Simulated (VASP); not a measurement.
# Rh (P6_3/mmc) in VASP: a series of runs, part 2 of 2

VASP 6.6.1. The steps go on from the part before.

## 3. Single point, r2SCAN

This run uses another cell than the first one, of 12.61 Å³/atom, 1.063 times its volume.

POSCAR

```
Rh
1.0
    2.6129175897      0.0000000000      0.0000000000
   -1.3064587948      2.2628530107      0.0000000000
    0.0000000000      0.0000000000      8.5313357608
Rh
4
Direct
    0.0000000000      0.0000000000      0.0000000000
    0.3333333333      0.6666666667      0.2500000000
    0.0000000000      0.0000000000      0.5000000000
    0.6666666667      0.3333333333      0.7500000000
```

INCAR.step1

```
SYSTEM = Rh
PREC     = Accurate       ! precision mode
ENCUT    = 520            ! plane-wave cutoff, eV
ISMEAR   = 0              ! smearing method
SIGMA    = 0.1            ! smearing width, eV
LREAL    = .FALSE.        ! projectors in reciprocal space
LASPH    = .TRUE.         ! aspherical terms in the spheres
NELM     = 100            ! most SCF steps
NBANDS   = 38             ! bands
GGA      = PE             ! functional
ALGO     = Normal         ! electronic algorithm
EDIFF    = 1E-4           ! SCF threshold, eV
LWAVE    = .TRUE.         ! write WAVECAR
LCHARG   = .FALSE.        ! write CHGCAR
```

INCAR.step2

```
SYSTEM = Rh
PREC     = Accurate       ! precision mode
ENCUT    = 520            ! plane-wave cutoff, eV
EDIFF    = 1E-7           ! SCF threshold, eV
ISMEAR   = 0              ! smearing method
SIGMA    = 0.1            ! smearing width, eV
LREAL    = .FALSE.        ! projectors in reciprocal space
LASPH    = .TRUE.         ! aspherical terms in the spheres
NELM     = 100            ! most SCF steps
ALGO     = Normal         ! electronic algorithm
ISIF     = 2              ! what is computed and relaxed
LWAVE    = .FALSE.        ! write WAVECAR
LCHARG   = .FALSE.        ! write CHGCAR
METAGGA  = R2SCAN         ! meta-GGA
LMIXTAU  = .TRUE.       
NBANDS   = 38             ! bands
ISTART   = 1
```

KPOINTS

```
Automatic mesh
0
G
  18 18 6
  0 0 0
```

Potentials or basis: VASP PAW PBE potentials, release 64 (Rh_pv).

Command:

```sh
$ cat potpaw_PBE.64/Rh_pv/POTCAR > POTCAR
$ cp INCAR.step1 INCAR
$ mpirun -np 1 vasp_std > vasp.out
$ cp INCAR.step2 INCAR
$ mpirun -np 1 vasp_std > vasp.out
```

OUTCAR:

```text
SYSTEM = Rh
   PREC = Accurate
   ENCUT = 520
   EDIFF = 1E-7
   ISMEAR = 0
   LREAL = .FALSE.
   LASPH = .TRUE.
   NELM = 100
   ISIF = 2
   METAGGA = R2SCAN
   ISTART = 1

 ion  position               nearest neighbor table
   1  0.000  0.000  0.000-   2 2.61   4 2.61   2 2.61   4 2.61   4 2.61   2 2.61
   2  0.333  0.667  0.250-   1 2.61   3 2.61   1 2.61   3 2.61   1 2.61   3 2.61
   3  0.000  0.000  0.500-   2 2.61   4 2.61   2 2.61   4 2.61   4 2.61   2 2.61
   4  0.667  0.333  0.750-   1 2.61   3 2.61   1 2.61   3 2.61   1 2.61   3 2.61

  LATTYP: Found a hexagonal cell.
 ALAT       =     2.6129175897
 C/A-ratio  =     3.2650611693

  Lattice vectors:

 A1 = (   2.6129175897,   0.0000000000,   0.0000000000)
 A2 = (  -1.3064587948,   2.2628530107,   0.0000000000)
 A3 = (   0.0000000000,   0.0000000000,   8.5313357608)

Analysis of symmetry for initial positions (statically):
=====================================================================
 Subroutine PRICEL returns:
 Original cell was already a primitive cell.

 Routine SETGRP: Setting up the symmetry group for a
 hexagonal supercell.

 Subroutine GETGRP returns: Found 24 space group operations
 (whereof 12 operations were pure point group operations)
 out of a pool of 24 trial point group operations.

The static configuration has the point symmetry D_3d.
 The point group associated with its full space group is D_6h.

Analysis of symmetry for dynamics (positions and initial velocities):
=====================================================================
 Subroutine PRICEL returns:
 Original cell was already a primitive cell.

 Routine SETGRP: Setting up the symmetry group for a
 hexagonal supercell.

 Subroutine GETGRP returns: Found 24 space group operations
 (whereof 12 operations were pure point group operations)
 out of a pool of 24 trial point group operations.

The dynamic configuration has the point symmetry D_3d.
 The point group associated with its full space group is D_6h.

 Subroutine INISYM returns: Found 24 space group operations
 (whereof 12 operations are pure point group operations),
 and found     1 'primitive' translations

----------------------------------------------------------------------------------------

                                     Primitive cell

  volume of cell :      50.4428

  direct lattice vectors                    reciprocal lattice vectors
     2.612917590  0.000000000  0.000000000     0.382713945  0.220959999  0.000000000
    -1.306458795  2.262853011  0.000000000     0.000000000  0.441919999  0.000000000
     0.000000000  0.000000000  8.531335761     0.000000000  0.000000000  0.117214939

  length of vectors
     2.612917590  2.612917590  8.531335761     0.441919999  0.441919999  0.117214939

  position of ions in fractional coordinates (direct lattice)
     0.000000000  0.000000000  0.000000000
     0.333333333  0.666666667  0.250000000
     0.000000000  0.000000000  0.500000000
     0.666666667  0.333333333  0.750000000

  ion indices of the primitive-cell ions
   primitive index   ion index
                 1           1
                 2           2
                 3           3
                 4           4

----------------------------------------------------------------------------------------

 KPOINTS: Automatic mesh

Automatic generation of k-mesh.
 Grid dimensions read from file:
 generate k-points for:   18   18    6

 Generating k-lattice:

  Cartesian coordinates                     Fractional coordinates (reciprocal lattice)
     0.021261886  0.012275556  0.000000000     0.055555556 -0.000000000  0.000000000
     0.000000000  0.024551111  0.000000000     0.000000000  0.055555556  0.000000000
     0.000000000  0.000000000  0.019535823     0.000000000  0.000000000  0.166666667

  Length of vectors
     0.024551111  0.024551111  0.019535823

  Shift w.r.t. Gamma in fractional coordinates (k-lattice)
     0.000000000  0.000000000  0.000000000

 Subroutine IBZKPT returns following result:
 ===========================================

 Found    148 irreducible k-points:

 Following reciprocal coordinates:
            Coordinates               Weight
  0.000000  0.000000  0.000000      1.000000
  0.055556  0.000000  0.000000      6.000000
  0.111111  0.000000  0.000000      6.000000
  0.166667  0.000000  0.000000      6.000000
  0.222222  0.000000  0.000000      6.000000
  0.277778  0.000000  0.000000      6.000000
[... 16 lines left out ...]
  0.333333  0.111111  0.000000     12.000000
  0.388889  0.111111  0.000000     12.000000
 [... further k-points ...]
   k-points           NKPTS =    148   k-points in BZ     NKDIM =    148   number of bands    NBANDS=     38
   number of dos      NEDOS =    301   number of ions     NIONS =      4
   total plane-waves  NPLWV =  25600
   dimension x,y,z NGX =    20 NGY =   20 NGZ =   64
   dimension x,y,z NGXF=    40 NGYF=   40 NGZF=  128
   ions per type =               4
   NGX,Y,Z   is equivalent  to a cutoff of  12.72, 12.72, 12.47 a.u.
   NGXF,Y,Z  is equivalent  to a cutoff of  25.45, 25.45, 24.94 a.u.
 SYSTEM =  Rh
   PREC   = accura    normal or accurate (medium, high low for compatibility)
   ISTART =      1    job   : 0-new  1-cont  2-samecut
   ICHARG =      0    charge: 1-file 2-atom 10-const
   ISPIN  =      1    spin polarized calculation?
   LNONCOLLINEAR =      F non collinear calculations
   LSORBIT =      F    spin-orbit coupling
   LASPH  =      T    aspherical Exc in radial PAW
   ENCUT  =  520.0 eV  38.22 Ry    6.18 a.u.   4.86  4.86 15.86*2*pi/ulx,y,z
   NELM   =    100;   NELMIN=  2; NELMDL=  0     # of ELM steps
   EDIFF  = 0.1E-06   stopping-criterion for ELM
   LREAL  =      F    real-space projection
   EDIFFG = 0.1E-05   stopping-criterion for IOM
   NSW    =      0    number of steps for IOM
   IBRION =     -1    ionic relax: 0-MD 1-quasi-New 2-CG
   NFREE  =      0    steps in history (QN), initial steepest desc. (CG)
   ISIF   =      2    stress and relaxation
   ISYM   =      2    0-nonsym 1-usesym 2-fastsym
   POTIM  = 0.5000    time-step for ionic-motion
   TEBEG  =    0.0;   TEEND  =   0.0 temperature during run
   PSTRESS=    0.0 pullay stress
   NELECT =      60.0000    total number of electrons
   NUPDOWN=      -1.0000    fix difference up-down
   EMIN   =  10.00;   EMAX   =-10.00  energy-range for DOS
   EFERMI =   0.00;   METHOD = LEGACY
   ISMEAR =     0;   SIGMA  =   0.10  broadening in eV -4-tet -1-fermi 0-gaus
   EFERMI_NEDOS =   21; number of points for ismear=-14 and -15
   IALGO  =     38    algorithm
   IMIX   =      4    mixing-type and parameters
     AMIX     =   0.40;   BMIX     =  1.00
     AMIX_MAG =   1.60;   BMIX_MAG =  1.00
  volume/ion in A,a.u.               =      12.61        85.10
  Fermi-wavevector in a.u.,A,eV,Ry     =   1.734572  3.277865 40.936372  3.008738
  Thomas-Fermi vector in A             =   2.808342
   LORBIT       =      0    0 simple, 1 ext, 2 COOP (PROOUT), +10 PAW based schemes
   METAGGA = R2SCAN    functional components
   LHFCALC =     F    Hartree Fock is set to
   AEXX    =    0.0000 exact exchange contribution
   IVDW    =     0    specifies the selected vdW correction
   LEPSILON=     F    determine dielectric tensor
   LRPA    =     F    only Hartree local field effects (RPA)
 non-spin polarized calculation
 Gauss-broadening in eV      SIGMA  =   0.10
  energy-cutoff  :      520.00
  volume of cell :       50.44
 maximum number of plane-waves:      1386
 NGX is ok and might be reduce to    20
   NGX =  9   NGY =  9   NGZ = 31

 number of electron      59.9999985 magnetization

 Free energy of the ion-electron system (eV)
  ---------------------------------------------------
  ext. energy  EPLUGINS =         0.00000000
  ---------------------------------------------------
  free energy    TOTEN  =       -96.04090628 eV

  energy without entropy =      -96.01655248  energy(sigma->0) =      -96.02872938

 E-fermi :  13.4318     XC(G=0): -15.8610

 val. band max:       13.4302163207   @ k =   0.1667   0.1111   0.3333
 cond. band min:      13.4328008249   @ k =   0.3333   0.0000   0.0000
 fundamental gap:      0.0025845042
 Fermi energy:        13.4318335258

 k-point     1 :       0.0000    0.0000    0.0000
  band No.  band energies     occupation
      1     -35.5939      2.00000
      2     -35.0863      2.00000
      3     -35.0697      2.00000
      4     -34.6840      2.00000
      5     -34.6840      2.00000
      6     -34.6263      2.00000
[... 30 lines left out ...]
     37      23.4236      0.00000
     38      28.7267      0.00000
[... 941 lines left out ...]
     37      24.2493      0.00000
     38      24.2907      0.00000

 [... further k-points ...]
[... 5 lines left out ...]
  --------------------------------------------------------------------------------------
  -------------------------------------------------------------------------------------
  Total       10.0188479     10.0188479     10.0157696      0.0000000      0.0000000      0.0000000
  in kB      318.2213203    318.2213203    318.1235491      0.0000000      0.0000000      0.0000000
  external PRESSURE =     318.1887299 kB  Pullay stress =       0.0000000 kB

 VOLUME and BASIS-vectors are now :
 -----------------------------------------------------------------------------
  energy-cutoff  :      520.00
  volume of cell :       50.44
      direct lattice vectors                 reciprocal lattice vectors
     2.612917590  0.000000000  0.000000000     0.382713945  0.220959999  0.000000000
    -1.306458795  2.262853011  0.000000000     0.000000000  0.441919999  0.000000000
     0.000000000  0.000000000  8.531335761     0.000000000  0.000000000  0.117214939

 POSITION                                       TOTAL-FORCE (eV/Angst)
 -----------------------------------------------------------------------------------
      0.00000      0.00000      0.00000         0.000000      0.000000      0.000000
     -0.00000      1.50857      2.13283        -0.000000      0.000000      0.000000
      0.00000      0.00000      4.26567         0.000000      0.000000      0.000000
      1.30646      0.75428      6.39850         0.000000      0.000000     -0.000000
 -----------------------------------------------------------------------------------
    total drift:                                0.000000     -0.000000      0.000000

  FREE ENERGIE OF THE ION-ELECTRON SYSTEM (eV)
  ---------------------------------------------------
  free  energy   TOTEN  =       -96.0409062766 eV

  energy  without entropy=      -96.0165524813  energy(sigma->0) =      -96.02872938
```

It took 17 min on 1 thread of Intel Xeon Platinum 8488C (Sapphire Rapids), shared host; peak memory 0.31 GiB.

What came out:

* Free energy: -96.0409 eV
* Pressure: 31.8 GPa
* Band gap on the k mesh: zero (band 30 reaches 14.43 eV, above the bottom of band 31 at 12.02 eV)

Caveat: the PAW data sets were made with another functional, which shifts forces and pressure a little.

## 4. Single point, r2SCAN (volume scaled by 1.06, then relaxed in part)

POSCAR

```
Rh
1.0
    2.7415839625      0.0000000000      0.0000000000
   -1.3707919812      2.3742813581      0.0000000000
    0.0000000000      0.0000000000      8.9495497588
Rh
4
Direct
    0.0000000000      0.0000000000      0.0000000000
    0.3333333333      0.6666666667      0.2500000000
    0.0000000000      0.0000000000      0.5000000000
    0.6666666667      0.3333333333      0.7500000000
```

INCAR.step1: that of step 3 with these lines changed.

```diff
@@ -7,3 +7,3 @@
 LASPH    = .TRUE.         ! aspherical terms in the spheres
-NELM     = 100            ! most SCF steps
+NELM     = 80             ! most SCF steps
 NBANDS   = 38             ! bands
```

INCAR.step2: that of step 3 with these lines changed.

```diff
@@ -3,3 +3,3 @@
 ENCUT    = 520            ! plane-wave cutoff, eV
-EDIFF    = 1E-7           ! SCF threshold, eV
+EDIFF    = 1E-6           ! SCF threshold, eV
 ISMEAR   = 0              ! smearing method
@@ -8,3 +8,3 @@
 LASPH    = .TRUE.         ! aspherical terms in the spheres
-NELM     = 100            ! most SCF steps
+NELM     = 80             ! most SCF steps
 ALGO     = Normal         ! electronic algorithm
```

KPOINTS

```
regular mesh
0
G
  18 18 6
  0 0 0
```

Potentials or basis: VASP PAW PBE potentials, release 64 (Rh_pv).

Command:

```sh
$ cat potpaw_PBE.64/Rh_pv/POTCAR > POTCAR
$ cp INCAR.step1 INCAR
$ mpirun -np 1 vasp_std > vasp.out
$ cp INCAR.step2 INCAR
$ mpirun -np 1 vasp_std > vasp.out
```

OUTCAR:

```text
SYSTEM = Rh
   PREC = Accurate
   ENCUT = 520
   EDIFF = 1E-6
   ISMEAR = 0
   LREAL = .FALSE.
   LASPH = .TRUE.
   NELM = 80
   ISIF = 2
   METAGGA = R2SCAN
   ISTART = 1

 ion  position               nearest neighbor table
   1  0.000  0.000  0.000-   2 2.74   4 2.74   2 2.74   4 2.74   4 2.74   2 2.74
   2  0.333  0.667  0.250-   1 2.74   3 2.74   1 2.74   3 2.74   1 2.74   3 2.74
   3  0.000  0.000  0.500-   2 2.74   4 2.74   2 2.74   4 2.74   4 2.74   2 2.74
   4  0.667  0.333  0.750-   1 2.74   3 2.74   1 2.74   3 2.74   1 2.74   3 2.74

  LATTYP: Found a hexagonal cell.
 ALAT       =     2.7415839625
[... 1185 lines left out ...]
  --------------------------------------------------------------------------------------
  -------------------------------------------------------------------------------------
  Total       -4.7762860     -4.7762860     -4.8218003     -0.0000000      0.0000000     -0.0000000
  in kB     -131.3608622   -131.3608622   -132.6126283     -0.0000000      0.0000000     -0.0000000
  external PRESSURE =    -131.7781176 kB  Pullay stress =       0.0000000 kB

 VOLUME and BASIS-vectors are now :
 -----------------------------------------------------------------------------
  energy-cutoff  :      520.00
  volume of cell :       58.26
      direct lattice vectors                 reciprocal lattice vectors
     2.741583963  0.000000000  0.000000000     0.364752644  0.210590037  0.000000000
    -1.370791981  2.374281358  0.000000000     0.000000000  0.421180075  0.000000000
     0.000000000  0.000000000  8.949549759     0.000000000  0.000000000  0.111737465

 POSITION                                       TOTAL-FORCE (eV/Angst)
 -----------------------------------------------------------------------------------
      0.00000      0.00000      0.00000        -0.000000      0.000000     -0.000000
     -0.00000      1.58285      2.23739         0.000000     -0.000000      0.000000
      0.00000      0.00000      4.47477        -0.000000      0.000000     -0.000000
      1.37079      0.79143      6.71216        -0.000000      0.000000     -0.000000
 -----------------------------------------------------------------------------------
    total drift:                                0.000000     -0.000000      0.000000

  FREE ENERGIE OF THE ION-ELECTRON SYSTEM (eV)
  ---------------------------------------------------
  free  energy   TOTEN  =       -96.3430770832 eV

  energy  without entropy=      -96.3133257221  energy(sigma->0) =      -96.32820140
```

OSZICAR.step1:

```text
N       E                     dE             d eps       ncg     rms          rms(c)
DAV:   1     0.764818681965E+03    0.76482E+03   -0.36818E+04 11480   0.181E+03
DAV:   2    -0.635527655024E+01   -0.77117E+03   -0.75018E+03 11778   0.566E+02
DAV:   3    -0.306919785294E+02   -0.24337E+02   -0.23636E+02 12470   0.109E+02
DAV:   4    -0.309247501268E+02   -0.23277E+00   -0.23261E+00 12258   0.109E+01
DAV:   5    -0.309287282652E+02   -0.39781E-02   -0.39780E-02 12546   0.144E+00    0.176E+01
DAV:   6    -0.289839831855E+02    0.19447E+01   -0.63642E+00 12064   0.189E+01    0.583E+00
DAV:   7    -0.289720562970E+02    0.11927E-01   -0.29184E-01 12310   0.532E+00    0.331E+00
DAV:   8    -0.289841783673E+02   -0.12122E-01   -0.64934E-01 12046   0.750E+00    0.300E+00
DAV:   9    -0.289237407551E+02    0.60438E-01   -0.19892E-01 11968   0.382E+00    0.431E-01
DAV:  10    -0.289235859482E+02    0.15481E-03   -0.33648E-03 12094   0.444E-01    0.800E-02
DAV:  11    -0.289235549084E+02    0.31040E-04   -0.99601E-05  6836   0.862E-02
   1 F= -.28923555E+02 E0= -.28907732E+02  d E =-.316463E-01
```

Wall time 31 min (1 thread of AMD EPYC 7R43 (Zen 3), shared host); peak memory 0.3 GiB.

Results:

```
Free energy            : -96.3431 eV
Pressure               : -13.2 GPa
Band gap on the k mesh : zero (band 30 reaches 11.50 eV, above the bottom of band 31 at 9.61 eV)
```

Caveat: the cell differs from its parent crystal (volume scaled by 1.06, then relaxed in part); the PAW data sets were made with another functional, which shifts forces and pressure a little.

## 5. Summary

| cell | gap on the mesh (eV) | pressure (GPa) |
| --- | --- | --- |
| a = 2.560, b = 2.560, c = 8.361 Å, angles 90.0, 90.0, 120.0°, 4 atoms | none | 62.3 |
| a = 2.613, b = 2.613, c = 8.531 Å, angles 90.0, 90.0, 120.0°, 4 atoms | none | 31.8 |
| a = 2.742, b = 2.742, c = 8.950 Å, angles 90.0, 90.0, 120.0°, 4 atoms | none | -13.2 |

Alike in all rows: task single point; level r2SCAN; potentials or basis VASP PAW PBE potentials, release 64 (Rh_pv); no spin polarisation; k mesh 18 × 18 × 6; cutoff (eV) 520; smearing gaussian 0.1 eV.

Caveats: the PAW data sets were made with another functional, which shifts forces and pressure a little.

Total energies depend on the potentials used, so only differences within one code and one set of settings carry meaning.
